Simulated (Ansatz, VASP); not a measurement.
CsGeF3: VASP beside Ansatz

The input INCAR:

```
PREC = Accurate
ENCUT = 520
EDIFF = 1E-6
ISMEAR = 0
SIGMA = 0.01
LREAL = F
LASPH = T
NELM = 60
ALGO = Normal
ISIF = 2
LWAVE = F
LCHARG = F
GGA = PE
NBANDS = 30
```

KPOINTS

```
regular mesh
0
Gamma
  4 4 4
```

Contents of POSCAR:

```
CsGeF3
1.0
    4.4965198488      0.0000000000      0.0000000000
    0.0000000000      4.4965198488      0.0000000000
    0.0000000000      0.0000000000      4.4965198488
Cs Ge F
1 1 3
Direct
    0.0000000000      0.0000000000      0.0000000000
    0.5000000000      0.5000000000      0.5000000000
    0.5000000000      0.5000000000      0.0000000000
    0.5000000000      0.0000000000      0.5000000000
    0.0000000000      0.5000000000      0.5000000000
```

Input for Ansatz:

```yaml
crystal:
  lattice:
    - [4.4965198488, 0.0, 0.0]
    - [0.0, 4.4965198488, 0.0]
    - [0.0, 0.0, 4.4965198488]
  atoms:
    - { symbol: Cs, position: [0.0, 0.0, 0.0] }
    - { symbol: Ge, position: [0.5, 0.5, 0.5] }
    - { symbol: F, position: [0.5, 0.5, 0.0] }
    - { symbol: F, position: [0.5, 0.0, 0.5] }
    - { symbol: F, position: [0.0, 0.5, 0.5] }
kpoints:
  mp_grid: { grid: [4, 4, 4] }
hamiltonian:
  xc: pbe
scf:
  occupations: { method: fixed }
  n_extra_bands: 5
  mixing: { ndim: 1 }
  max_iter: 82
output:
  forces: true
  stress: true
  eigenvalues: true
```

Alike in both runs: task single point; functional PBE; k mesh 4 × 4 × 4; no spin polarisation.

|  | VASP | Ansatz |
| --- | --- | --- |
| version | VASP 6.6.1 | Ansatz 0.2.0 |
| potentials or method | VASP PAW PBE potentials, release 64 (Cs_sv, Ge_d, F) | plane waves |
| plane-wave cutoff (eV) | 520 | 420 |
| occupations | gaussian, width 0.01 eV | fixed |
| valence electrons in the cell | 44 | 44 |

```csv
,VASP,Ansatz,Ansatz less VASP
gap on the k mesh at the Fermi level (eV),1.84,1.85,+0.014
pressure (GPa),2.4,2.5,+0.09
```

Neither program's run includes spin-orbit coupling.
